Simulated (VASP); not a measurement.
Write the native input for VASP 6.6.1 that does the following.

* Task: single point
* Functional: PBEsol
* Potentials or basis: VASP PAW PBE potentials, release 64 (Cd, S)
* Cutoff: 520 eV
* k mesh: 6 × 6 × 6
* Occupations: gaussian, width 0.01 eV
* Spin: no spin polarisation
* Dipole correction: no
* Further INCAR settings: ALGO = Normal; EDIFF = 1e-06; NBANDS = 16

The structure of CdS lies in POSCAR:

```
CdS
1.0
    0.0000000000      2.7267765431      2.7267765431
    2.7267765431      0.0000000000      2.7267765431
    2.7267765431      2.7267765431      0.0000000000
Cd S
1 1
Direct
    0.0000000000      0.0000000000      0.0000000000
    0.5000000000      0.5000000000      0.5000000000
```

One way to write it, as run:

INCAR

```
SYSTEM = CdS
ALGO = Normal
EDIFF = 1E-6
ENCUT = 520
GGA = PS
ISIF = 2
ISMEAR = 0
LASPH = .True.
LCHARG = .False.
LREAL = .False.
LWAVE = .False.
NBANDS = 16
NELM = 60
PREC = Accurate
SIGMA = 0.01
```

KPOINTS

```
k-points
0
Gamma
  6 6 6
  0 0 0
```

Potentials or basis: VASP PAW PBE potentials, release 64 (Cd, S).

Launch:

```console
$ cat potpaw_PBE.64/Cd/POTCAR potpaw_PBE.64/S/POTCAR > POTCAR
$ mpirun -np 1 vasp_std > vasp.out
```

It gave:

| Quantity | Value |
| --- | --- |
| Pressure | -1.9 GPa |
| Band gap on the k mesh | 0.12 eV, indirect (least direct gap 1.60 eV) |

Caveat: the PAW data sets were made with another functional, which shifts forces and pressure a little.

It took 7.3 s on 1 thread of Intel(R) Xeon(R) Platinum 8559C (Emerald Rapids), with other jobs on the host, peak memory 0.16 GiB.
